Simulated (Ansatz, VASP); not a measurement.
One calculation of HfGe, two programs

INCAR

```
SYSTEM = HfGe
PREC = Accurate
ENCUT = 520
EDIFF = 1E-7
ISMEAR = -1
SIGMA = 0.05
LREAL = .FALSE.
LASPH = .TRUE.
NELM = 80
ALGO = Normal
ISIF = 2
LWAVE = .FALSE.
LCHARG = .FALSE.
GGA = PS
NBANDS = 19
```

The input KPOINTS:

```
regular mesh
0
G
  13 13 13
  0 0 0
```

Contents of POSCAR:

```
HfGe
1.0
    2.5347674281      0.0000000000      0.0000000000
    0.0000000000      2.5347674281      0.0000000000
    0.0000000000      0.0000000000      2.5347674281
Hf Ge
1 1
Direct
    0.0000000000      0.0000000000      0.0000000000
    0.5000000000      0.5000000000      0.5000000000
```

Input for Ansatz:

```yaml
crystal:
  lattice:
    - [2.5347674281, 0.0, 0.0]
    - [0.0, 2.5347674281, 0.0]
    - [0.0, 0.0, 2.5347674281]
  atoms:
    - { symbol: Hf, position: [0.0, 0.0, 0.0] }
    - { symbol: Ge, position: [0.5, 0.5, 0.5] }
kpoints:
  mp_grid: { grid: [13, 13, 13] }
scf:
  occupations: { method: fermi_dirac, width: 0.05 }
hamiltonian:
  xc: pbesol
  pseudopotentials: { kind: all_electron, lapw: { basis_error: 0.001 } }
output:
  forces: true
  stress: true
  eigenvalues: true
  populations: true
```

Change from the starting cell: volume scaled by 0.45, LAPW.

Alike in both runs: task single point; functional PBEsol; k mesh 13 × 13 × 13; occupations fermi-dirac, width 0.05 eV; no spin polarisation.

|  | VASP | Ansatz |
| --- | --- | --- |
| version | VASP 6.6.1 | Ansatz 0.2.0 |
| potentials or method | VASP PAW PBE potentials, release 64 (Hf_pv, Ge_d), cutoff 520 eV | all-electron LAPW, scalar-relativistic |

|  | VASP | Ansatz | Ansatz less VASP |
| --- | --- | --- | --- |
| pressure (GPa) | 514.3 | 509.0 | -5.34 |

VASP's potentials were made for PBE, not for PBEsol. Both programs put the cell under a high pressure, so it lies far from rest at this level. Ansatz ran all-electron here, and VASP with PAW potentials.

Spin-orbit coupling is off throughout. Noted on VASP's run: the cell as given lies far from equilibrium.
